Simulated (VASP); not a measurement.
# TiO2 (I4_1/amd) in VASP: notebook, part 2 of 2

VASP 6.6.1. The steps go on from the part before.

### Step 4. Single point, PBE+U (volume scaled by 0.91, then relaxed in part)

Input file INCAR:

```
SYSTEM = TiO2
ALGO     = Normal         ! electronic algorithm
EDIFF    = 1E-6           ! SCF threshold, eV
ENCUT    = 520            ! plane-wave cutoff, eV
GGA      = PE             ! functional
ISIF     = 2              ! what is computed and relaxed
ISMEAR   = 0              ! smearing method
LASPH    = .True.         ! aspherical terms in the spheres
LCHARG   = .False.        ! write CHGCAR
LDAU     = .True.         ! DFT+U
LDAUJ    = 0 0          
LDAUL    = 2 -1           ! shell
LDAUPRINT= 1            
LDAUTYPE = 2            
LDAUU    = 4 0            ! U, eV
LMAXMIX  = 4              ! l up to which the mixer works
LREAL    = .False.        ! projectors in reciprocal space
LWAVE    = .False.        ! write WAVECAR
NBANDS   = 33             ! bands
NELM     = 150            ! most SCF steps
PREC     = Accurate       ! precision mode
SIGMA    = 0.02           ! smearing width, eV
```

Input file KPOINTS:

```
k-points
0
Gamma
  8 8 8
  0 0 0
```

Input file POSCAR:

```
TiO2
1.0
   -1.8791691342      1.8791691342      4.5900634446
    1.8791691342     -1.8791691342      4.5900634446
    1.8791691342      1.8791691342     -4.5900634446
Ti O
2 4
Direct
    0.0000000000      0.0000000000      0.0000000000
    0.7500000000      0.2500000000      0.5000000000
    0.2132426583      0.2132426583      0.0000000000
    0.9632426583      0.4632426583      0.5000000000
    0.5367573417      0.0367573417      0.5000000000
    0.7867573417      0.7867573417      0.0000000000
```

Command:

```bash
cat potpaw_PBE.64/Ti_sv/POTCAR potpaw_PBE.64/O/POTCAR > POTCAR
mpirun -np 1 vasp_std > vasp.out
```

It took 2.1 min on 1 thread of AMD EPYC 9R45 (Zen 5), shared host; peak memory 0.26 GiB.

It converged, with:

- Free energy: -48.0146 eV
- Pressure: 23.9 GPa
- Largest force: 0.201 eV/Å
- Band gap on the k mesh: 2.62 eV, indirect (least direct gap 3.10 eV)

Forces in eV/Å, atoms in the order of the input:
```
Ti   0.000  0.000  0.000
Ti   0.000  0.000  0.000
O    0.000  0.000  0.201
O    0.000  0.000  0.201
O    0.000  0.000 -0.201
O    0.000  0.000 -0.201
```

Stress tensor (GPa, compression positive):
```
24.33  0.00  0.00
 0.00 24.33  0.00
 0.00  0.00 23.19
```

Levels at points of the mesh, in eV from the valence-band top:
| k point | band 20 | band 21 | band 22 | band 23 | band 24 | band 25 | band 26 | band 27 | band 28 | band 29 |
| --- | --- | --- | --- | --- | --- | --- | --- | --- | --- | --- |
| (0.00, 0.00, 0.00) | -0.81 | -0.73 | -0.73 | -0.62 | -0.62 | 2.62 | 3.55 | 4.32 | 4.32 | 4.50 |
| (0.50, 0.00, 0.00) | -2.14 | -2.05 | -1.12 | -0.99 | -0.72 | 3.88 | 3.97 | 4.17 | 4.43 | 4.89 |
| (0.50, 0.50, 0.00) | -2.79 | -2.28 | -2.28 | 0.00 | 0.00 | 4.13 | 4.13 | 4.53 | 4.53 | 5.58 |
| (0.50, 0.50, 0.50) | -1.49 | -1.42 | -1.42 | -0.27 | -0.27 | 3.06 | 3.06 | 4.39 | 4.39 | 4.47 |

Eigenvalues of the final occupation matrices:
```csv
site,spin,trace,eigenvalues
site 1 d,1,0.85,0.11 0.11 0.11 0.26 0.26
site 1 d,2,0.85,0.11 0.11 0.11 0.26 0.26
site 2 d,1,0.85,0.11 0.11 0.11 0.26 0.26
site 2 d,2,0.85,0.11 0.11 0.11 0.26 0.26
```

 A k mesh can miss the band edges.

### Step 5. Single point, PBE+U (volume scaled by 0.94, then relaxed in part)

Input file INCAR:

```
SYSTEM = TiO2
PREC     = Accurate       ! precision mode
ENCUT    = 520            ! plane-wave cutoff, eV
EDIFF    = 1E-6           ! SCF threshold, eV
ISMEAR   = 0              ! smearing method
SIGMA    = 0.02           ! smearing width, eV
LREAL    = .False.        ! projectors in reciprocal space
LASPH    = .True.         ! aspherical terms in the spheres
NELM     = 150            ! most SCF steps
ALGO     = Normal         ! electronic algorithm
ISIF     = 2              ! what is computed and relaxed
LWAVE    = .False.        ! write WAVECAR
LCHARG   = .False.        ! write CHGCAR
LMAXMIX  = 4              ! l up to which the mixer works
LDAU     = .True.         ! DFT+U
LDAUTYPE = 2            
LDAUL    = 2 -1           ! shell
LDAUU    = 4 0            ! U, eV
LDAUJ    = 0 0          
LDAUPRINT= 1            
GGA      = PE             ! functional
NBANDS   = 33             ! bands
```

Input file KPOINTS:

```
regular mesh
0
Gamma
  8 8 8
  0 0 0
```

Input file POSCAR:

```
TiO2
1.0
   -1.8877314177      1.8877314177      4.6984702668
    1.8877314177     -1.8877314177      4.6984702668
    1.8877314177      1.8877314177     -4.6984702668
Ti O
2 4
Direct
    0.0000000000      0.0000000000      0.0000000000
    0.7500000000      0.2500000000      0.5000000000
    0.2101205906      0.2101205906      0.0000000000
    0.9601205906      0.4601205906      0.5000000000
    0.5398794094      0.0398794094      0.5000000000
    0.7898794094      0.7898794094      0.0000000000
```

Potentials or basis: VASP PAW PBE potentials, release 64 (Ti_sv, O).

Command:

```bash
cat potpaw_PBE.64/Ti_sv/POTCAR potpaw_PBE.64/O/POTCAR > POTCAR
mpirun -np 1 vasp_std > vasp.out
```

OUTCAR:

```text
SYSTEM = TiO2
   PREC = Accurate
   ENCUT = 520
   EDIFF = 1E-6
   ISMEAR = 0
   LREAL = .False.
   LASPH = .True.
   NELM = 150
   ISIF = 2
   GGA = PE

 ion  position               nearest neighbor table
   1  0.000  0.000  0.000-   5 1.92   4 1.92   5 1.92   4 1.92   3 1.97   6 1.97
   2  0.750  0.250  0.500-   6 1.92   3 1.92   6 1.92   3 1.92   4 1.97   5 1.97
   3  0.210  0.210  0.000-   2 1.92   2 1.92   1 1.97
   4  0.960  0.460  0.500-   1 1.92   1 1.92   2 1.97
   5  0.540  0.040  0.500-   1 1.92   1 1.92   2 1.97
   6  0.790  0.790  0.000-   2 1.92   2 1.92   1 1.97

  LATTYP: Found a body centered tetragonal cell.
 ALAT       =     3.7754628354
 C/A-ratio  =     2.4889506117

  Lattice vectors:

 A1 = (  -1.8877314177,   1.8877314177,   4.6984702668)
 A2 = (   1.8877314177,  -1.8877314177,   4.6984702668)
 A3 = (   1.8877314177,   1.8877314177,  -4.6984702668)

Analysis of symmetry for initial positions (statically):
=====================================================================
 Subroutine PRICEL returns:
 Original cell was already a primitive cell.

 Routine SETGRP: Setting up the symmetry group for a
 body centered tetragonal supercell.

 Subroutine GETGRP returns: Found 16 space group operations
 (whereof  8 operations were pure point group operations)
 out of a pool of 16 trial point group operations.

The static configuration has the point symmetry D_2d.
 The point group associated with its full space group is D_4h.

Analysis of symmetry for dynamics (positions and initial velocities):
=====================================================================
 Subroutine PRICEL returns:
[... 220 lines left out ...]
  o =  0.1075  v =  1.0000  0.0000  0.0000  0.0000  0.0000  0.0000  0.0000  0.0000  0.0000  0.0000      0.0000  0.0000  0.0000  0.0000  0.0000  0.0000  0.0000  0.0000  0.0000  0.0000
  o =  0.2566  v =  0.0000  0.0000 -1.0000  0.0000 -0.0000  0.0000  0.0000  0.0000  0.0000  0.0000      0.0000  0.0000  0.0000  0.0000  0.0000  0.0000  0.0000  0.0000  0.0000  0.0000
  o =  0.2566  v =  0.0000  0.0000  0.0000  0.0000  0.0000  0.0000  0.0000 -1.0000  0.0000 -0.0000      0.0000  0.0000  0.0000  0.0000  0.0000  0.0000  0.0000  0.0000  0.0000  0.0000
  o =  0.2577  v =  0.0000  0.0000  0.0000  0.0000  0.0000  0.0000 -0.0000  0.0000 -0.0000 -1.0000      0.0000  0.0000  0.0000  0.0000  0.0000  0.0000  0.0000  0.0000  0.0000  0.0000
  o =  0.2577  v =  0.0000 -0.0000  0.0000 -0.0000 -1.0000  0.0000  0.0000  0.0000  0.0000  0.0000      0.0000  0.0000  0.0000  0.0000  0.0000  0.0000  0.0000  0.0000  0.0000  0.0000

 number of electron      47.9999990 magnetization

 Free energy of the ion-electron system (eV)
  ---------------------------------------------------
  ext. energy  EPLUGINS =         0.00000000
  ---------------------------------------------------
  free energy    TOTEN  =       -48.26048607 eV

  energy without entropy =      -48.26048607  energy(sigma->0) =      -48.26048607

 E-fermi :   3.8870     XC(G=0): -10.8493

 val. band max:        3.8052579379   @ k =   0.5000   0.5000  -0.0000
 cond. band min:       6.4791989779   @ k =   0.0000   0.0000   0.0000
 fundamental gap:      2.6739410399
 Fermi energy:         3.8869680589

 k-point     1 :       0.0000    0.0000    0.0000
  band No.  band energies     occupation
      1     -53.5266      2.00000
      2     -53.4626      2.00000
      3     -29.9527      2.00000
      4     -29.7141      2.00000
      5     -29.7141      2.00000
      6     -29.6391      2.00000
[... 853 lines left out ...]
     32      10.6010      0.00000
     33      11.2233      0.00000

 [... further k-points ...]

------------------------ aborting loop because EDIFF is reached ----------------------------------------

  FORCE on cell =-STRESS in cart. coord.  units (eV):
  Direction    XX          YY          ZZ          XY          YZ          ZX
  --------------------------------------------------------------------------------------
  -------------------------------------------------------------------------------------
  Total        7.1211066      7.1211066      6.6532651      0.0000000      0.0000000      0.0000000
  in kB      170.3574719    170.3574719    159.1653505      0.0000000      0.0000000      0.0000000
  external PRESSURE =     166.6267647 kB  Pullay stress =       0.0000000 kB

 VOLUME and BASIS-vectors are now :
 -----------------------------------------------------------------------------
  energy-cutoff  :      520.00
  volume of cell :       66.97
      direct lattice vectors                 reciprocal lattice vectors
    -1.887731418  1.887731418  4.698470267     0.000000000  0.264868188  0.106417615
     1.887731418 -1.887731418  4.698470267     0.264868188  0.000000000  0.106417615
     1.887731418  1.887731418 -4.698470267     0.264868188  0.264868188  0.000000000

 POSITION                                       TOTAL-FORCE (eV/Angst)
 -----------------------------------------------------------------------------------
      0.00000      0.00000      0.00000        -0.000000     -0.000000     -0.000000
     -0.00000      1.88773      2.34924        -0.000000     -0.000000     -0.000000
      0.00000      0.00000      1.97449        -0.000000      0.000000      0.175246
      0.00000      1.88773      4.32373         0.000000     -0.000000      0.175246
     -0.00000      1.88773      0.37474         0.000000     -0.000000     -0.175246
      0.00000      0.00000      7.42245        -0.000000      0.000000     -0.175246
 -----------------------------------------------------------------------------------
    total drift:                               -0.000000      0.000000     -0.000000

  FREE ENERGIE OF THE ION-ELECTRON SYSTEM (eV)
  ---------------------------------------------------
  free  energy   TOTEN  =       -48.2604860692 eV

  energy  without entropy=      -48.2604860692  energy(sigma->0) =      -48.26048607
```

OSZICAR:

```text
N       E                     dE             d eps       ncg     rms          rms(c)
DAV:   1     0.674515751403E+03    0.67452E+03   -0.24061E+04  3894   0.170E+03
DAV:   2     0.300501652045E+02   -0.64447E+03   -0.60087E+03  4355   0.511E+02
DAV:   3    -0.619080898323E+02   -0.91958E+02   -0.90684E+02  5268   0.190E+02
DAV:   4    -0.669396331626E+02   -0.50315E+01   -0.50213E+01  5913   0.423E+01
DAV:   5    -0.671088956298E+02   -0.16926E+00   -0.16924E+00  5010   0.607E+00    0.331E+01
DAV:   6    -0.475707331092E+02    0.19538E+02   -0.80086E+01  5489   0.913E+01    0.906E+00
DAV:   7    -0.482818404232E+02   -0.71111E+00   -0.12297E+01  5258   0.234E+01    0.832E+00
DAV:   8    -0.482119091536E+02    0.69931E-01   -0.63620E-01  5503   0.666E+00    0.458E+00
DAV:   9    -0.482615537925E+02   -0.49645E-01   -0.39678E-01  4948   0.478E+00    0.100E+00
DAV:  10    -0.482641069600E+02   -0.25532E-02   -0.59403E-02  5507   0.167E+00    0.702E-01
DAV:  11    -0.482607009842E+02    0.34060E-02   -0.11009E-02  4984   0.135E+00    0.139E-01
DAV:  12    -0.482606091452E+02    0.91839E-04   -0.22676E-03  5210   0.361E-01    0.110E-01
DAV:  13    -0.482604985227E+02    0.11062E-03   -0.76422E-04  5264   0.237E-01    0.380E-02
DAV:  14    -0.482604877319E+02    0.10791E-04   -0.11082E-04  5267   0.117E-01    0.234E-02
DAV:  15    -0.482604857621E+02    0.19698E-05   -0.16745E-05  4749   0.383E-02    0.319E-03
DAV:  16    -0.482604860692E+02   -0.30707E-06   -0.87824E-07  3207   0.857E-03
   1 F= -.48260486E+02 E0= -.48260486E+02  d E =-.499129E-11
```

Wall time 2.3 min (1 thread of AMD EPYC 9R45 (Zen 5), shared host); peak memory 0.26 GiB.

What came out:

- Free energy: -48.2605 eV
- Pressure: 16.7 GPa
- Largest force: 0.175 eV/Å
- Band gap on the k mesh: 2.67 eV, indirect (least direct gap 3.06 eV)

Forces on the atoms (eV/Å):
```
Ti   0.000  0.000  0.000
Ti   0.000  0.000  0.000
O    0.000  0.000  0.175
O    0.000  0.000  0.175
O    0.000  0.000 -0.175
O    0.000  0.000 -0.175
```

Eigenvalues of the final occupation matrices:
```tsv
site	spin	trace	eigenvalues
site 1 d	1	0.83	0.10 0.10 0.11 0.26 0.26
site 1 d	2	0.83	0.10 0.10 0.11 0.26 0.26
site 2 d	1	0.83	0.10 0.10 0.11 0.26 0.26
site 2 d	2	0.83	0.10 0.10 0.11 0.26 0.26
```

### Step 6. Single point, PBE+U (volume scaled by 0.97, then relaxed in part)

Input file INCAR:

```
SYSTEM = TiO2
  PREC = Accurate
  ENCUT = 520
  EDIFF = 1E-6
  ISMEAR = 0
  SIGMA = 0.02
  LREAL = .FALSE.
  LASPH = .TRUE.
  NELM = 150
  ALGO = Normal
  ISIF = 2
  LWAVE = .FALSE.
  LCHARG = .TRUE.
  LMAXMIX = 4
  LDAU = .TRUE.
  LDAUTYPE = 2
  LDAUL = 2 -1
  LDAUU = 4 0
  LDAUJ = 0 0
  LDAUPRINT = 1
  GGA = PE
  LELF = .TRUE.
  LVHAR = .TRUE.
  NBANDS = 33
```

Input file KPOINTS:

```
regular mesh
0
G
  8 8 8
  0 0 0
```

Input file POSCAR:

```
TiO2
1.0
   -1.8974797695      1.8974797695      4.7987316322
    1.8974797695     -1.8974797695      4.7987316322
    1.8974797695      1.8974797695     -4.7987316322
Ti O
2 4
Direct
    0.0000000000      0.0000000000      0.0000000000
    0.7500000000      0.2500000000      0.5000000000
    0.2074374149      0.2074374149      0.0000000000
    0.9574374149      0.4574374149      0.5000000000
    0.5425625851      0.0425625851      0.5000000000
    0.7925625851      0.7925625851      0.0000000000
```

Potentials or basis: VASP PAW PBE potentials, release 64 (Ti_sv, O).

Command:

```bash
cat potpaw_PBE.64/Ti_sv/POTCAR potpaw_PBE.64/O/POTCAR > POTCAR
mpirun -np 1 vasp_std > vasp.out
```

It took 2.5 min on 1 thread of AMD EPYC 9R45 (Zen 5), shared host; peak memory 0.28 GiB.

The run converged. Its results:

* Free energy: -48.4196 eV
* Pressure: 10.1 GPa
* Largest force: 0.164 eV/Å
* Band gap on the k mesh: 2.70 eV, indirect (least direct gap 3.01 eV)

Forces on the atoms (eV/Å):
```
Ti   0.000  0.000  0.000
Ti   0.000  0.000  0.000
O    0.000  0.000  0.164
O    0.000  0.000  0.164
O    0.000  0.000 -0.164
O    0.000  0.000 -0.164
```

Stress tensor (GPa, compression positive):
```
10.46  0.00  0.00
 0.00 10.46  0.00
 0.00  0.00  9.46
```

Levels at points of the mesh, in eV from the valence-band top:
```tsv
k point	band 21	band 22	band 23	band 24	band 25	band 26	band 27	band 28
(0.00, 0.00, 0.00)	-0.73	-0.73	-0.42	-0.42	2.70	3.44	4.44	4.44
(0.50, 0.00, 0.00)	-1.81	-0.90	-0.88	-0.66	3.78	3.99	4.03	4.16
(0.50, 0.50, 0.00)	-1.99	-1.99	-0.01	-0.01	3.85	3.85	4.27	4.27
(0.50, 0.50, 0.50)	-1.26	-1.26	-0.11	-0.11	3.05	3.05	4.33	4.33
```

Eigenvalues of the final occupation matrices:
```
    site  spin  trace               eigenvalues
site 1 d     1   0.81  0.10 0.10 0.11 0.25 0.25
site 1 d     2   0.81  0.10 0.10 0.11 0.25 0.25
site 2 d     1   0.81  0.10 0.10 0.11 0.25 0.25
site 2 d     2   0.81  0.10 0.10 0.11 0.25 0.25
```

### Step 7. Overview

| task | cell | cutoff (eV) | gap on the mesh (eV) | pressure (GPa) | largest force (eV/Å) |
| --- | --- | --- | --- | --- | --- |
| relaxation of shape and atoms at fixed volume | relaxed from a = 5.346 Å, angles 139.1, 139.1, 59.2°, 6 atoms | 600 | 2.45 | 21.0 | - |
| single point | a = 5.194 Å, angles 137.7, 137.7, 61.3°, 6 atoms | 520 | 2.52 | 31.7 | 0.21 |
| single point | a = 5.304 Å, angles 138.5, 138.5, 60.1°, 6 atoms | 520 | 2.62 | 23.9 | 0.20 |
| single point | a = 5.404 Å, angles 139.1, 139.1, 59.2°, 6 atoms | 520 | 2.67 | 16.7 | 0.18 |
| single point | a = 5.498 Å, angles 139.6, 139.6, 58.4°, 6 atoms | 520 | 2.70 | 10.1 | 0.16 |

Alike in all rows: level PBE+U; potentials or basis VASP PAW PBE potentials, release 64 (Ti_sv, O); no spin polarisation; Ti d U = 4.0 eV; k mesh 8 × 8 × 8; smearing gaussian 0.02 eV.

Total energies depend on the potentials used, so only differences within one code and one set of settings carry meaning.
